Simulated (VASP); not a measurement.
## MgSnO4: single point with PBE

The system is MgSnO4.

```
Mg Sn O
1.0
     3.62679    0.00000    0.00000
    -1.81339    3.14089    0.00000
     0.00000    0.00000    5.90150
Mg Sn O
1 1 4
Direct
  0.00000 0.00000 0.50000
  0.00000 0.00000 0.00000
  0.66667 0.33333 0.25699
  0.33333 0.66667 0.74301
  0.33333 0.66667 0.25699
  0.66667 0.33333 0.74301
```

The cell was generated, and may not be a known phase.

```json
{
  "Program": "VASP 6.6.1",
  "Task": "single point",
  "Functional": "PBE",
  "Potentials or basis": "VASP PAW PBE potentials, release 64 (Mg, Sn_d, O)",
  "Cutoff": "520 eV",
  "k mesh": "12 × 12 × 6",
  "Occupations": "gaussian, width 0.1 eV",
  "Spin": "no spin polarisation",
  "Dipole correction": "no",
  "Further INCAR settings": "ALGO = Normal; EDIFF = 1e-06; NBANDS = 29"
}
```

```json
{
 "Pressure": "-0.3 GPa",
 "Largest force": "0.018 eV/Å",
 "Band gap on the k mesh": "zero (bands 20 and 21 overlap by 1.41 eV)"
}
```

Forces on the atoms (eV/Å):
```
Mg   0.000  0.000  0.000
Sn   0.000  0.000  0.000
O    0.000  0.000  0.018
O    0.000  0.000 -0.018
O    0.000  0.000  0.018
O    0.000  0.000 -0.018
```

Levels at points of the mesh, in eV from the Fermi level:
```
           k point  band 18  band 19  band 20  band 21  band 22  band 23
(0.00, 0.00, 0.00)    -1.58    -1.58    -0.79    -0.79    -0.39     2.79
(0.50, 0.00, 0.00)    -0.95    -0.54    -0.22     0.51     0.62     4.13
(0.00, 0.00, 0.50)    -1.09    -1.03    -0.98    -0.98    -0.61     1.62
(0.50, 0.00, 0.50)    -0.72    -0.65     0.05     0.53     0.61     4.16
```

Run time: 69 s on 1 thread of AMD EPYC 9R45 96-Core Processor (Zen 5), with other jobs on the host, peak memory 0.25 GiB.

Caveat: spin-orbit coupling is left out, which moves the levels of the heavy elements.
